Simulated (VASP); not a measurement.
Set up this calculation in VASP 6.6.1, as the native input.

```yaml
Task: single point
Functional: LDA
Potentials_or_basis: VASP PAW LDA potentials, release 64 (As)
Cutoff: 520 eV
k_mesh: 8 × 8 × 6
Occupations: fermi-dirac, width 0.05 eV
Spin: no spin polarisation
Dipole_correction: no
Further_INCAR_settings: ALGO = Normal; EDIFF = 1e-06; NBANDS = 18
```

The structure of As lies in POSCAR:

```
As
1.0
    1.7877446484     -5.3877235979      0.0000000000
    1.7877446484      5.3877235979      0.0000000000
    0.0000000000      0.0000000000      4.3787499060
As
4
Direct
    0.3900000000      0.6100000000      0.5600000000
    0.8900000000      0.1100000000      0.9400000000
    0.6100000000      0.3900000000      0.4400000000
    0.1100000000      0.8900000000      0.0600000000
```

These files were run (other wordings do the same):

INCAR

```
ALGO = Normal ; EDIFF = 1E-6
ENCUT = 520 ; GGA = CA
ISIF = 2 ; ISMEAR = -1
LASPH = True ; LCHARG = False
LREAL = False ; LWAVE = False
NBANDS = 18 ; NELM = 100
PREC = Accurate ; SIGMA = 0.05
```

KPOINTS

```
k-points
0
Gamma
  8 8 6
```

Potentials or basis: VASP PAW LDA potentials, release 64 (As).

Launch:

```console
$ cat potpaw_LDA.64/As/POTCAR > POTCAR
$ mpirun -np 1 vasp_std > vasp.out
```

Results of the run:

* Pressure: 3.4 GPa
* Largest force: 0.493 eV/Å
* Band gap on the k mesh: zero (bands 10 and 11 overlap by 0.11 eV)

Caveat: the cell stands under pressure.

Run time: 2.5 min on 1 thread of Intel Xeon 8259CL (shared host), peak memory 0.25 GiB.
